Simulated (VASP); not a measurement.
Wanted: the native input for a VASP 6.6.1 run.

| Property | Result |
| --- | --- |
| Task | single point |
| Functional | PBEsol |
| Potentials or basis | VASP PAW PBE potentials, release 64 (Si, O) |
| Cutoff | 520 eV |
| k mesh | 6 × 6 × 10 |
| Occupations | gaussian, width 0.1 eV |
| Spin | no spin polarisation |
| Dipole correction | no |
| Further INCAR settings | ALGO = Normal; EDIFF = 1e-06; NBANDS = 28 |

The structure of Si3O lies in POSCAR:

```
Si3O
1.0
    6.0549055054      0.0000000000      0.0000000000
   -3.0274527527      5.2437019852      0.0000000000
    0.0000000000      0.0000000000      3.4111280102
Si O
6 2
Direct
    0.3466960189      0.0000000000      0.0000000000
    0.3466960189      0.3466960189      0.5000000000
    0.0000000000      0.3466960189      0.0000000000
    0.6533039811      0.0000000000      0.5000000000
    0.6533039811      0.6533039811      0.0000000000
    0.0000000000      0.6533039811      0.5000000000
    0.3333333333      0.6666666667      0.2500000000
    0.6666666667      0.3333333333      0.7500000000
```

One way to write it, as run:

INCAR

```
SYSTEM = Si3O
ALGO = Normal ; EDIFF = 1E-6
ENCUT = 520 ; GGA = PS
ISIF = 2 ; ISMEAR = 0
LASPH = .True. ; LCHARG = .True.
LELF = .True. ; LREAL = .False.
LVHAR = .True. ; LWAVE = .False.
NBANDS = 28 ; NELM = 60
PREC = Accurate ; SIGMA = 0.1
```

KPOINTS

```
k-points
0
Gamma
  6 6 10
  0 0 0
```

Potentials or basis: VASP PAW PBE potentials, release 64 (Si, O).

Run with:

```sh
$ cat potpaw_PBE.64/Si/POTCAR potpaw_PBE.64/O/POTCAR > POTCAR
$ mpirun -np 1 vasp_std > vasp.out
```

It gave:

The pressure is 0.1 GPa. The largest force is 0.018 eV/Å and the band gap on the k mesh is zero (bands 18 and 19 overlap by 2.38 eV).

Caveat: the PAW data sets were made with another functional, which shifts forces and pressure a little.

It took 4.2 min on 1 thread of AMD EPYC 7R13, with other jobs on the host, peak memory 0.25 GiB.
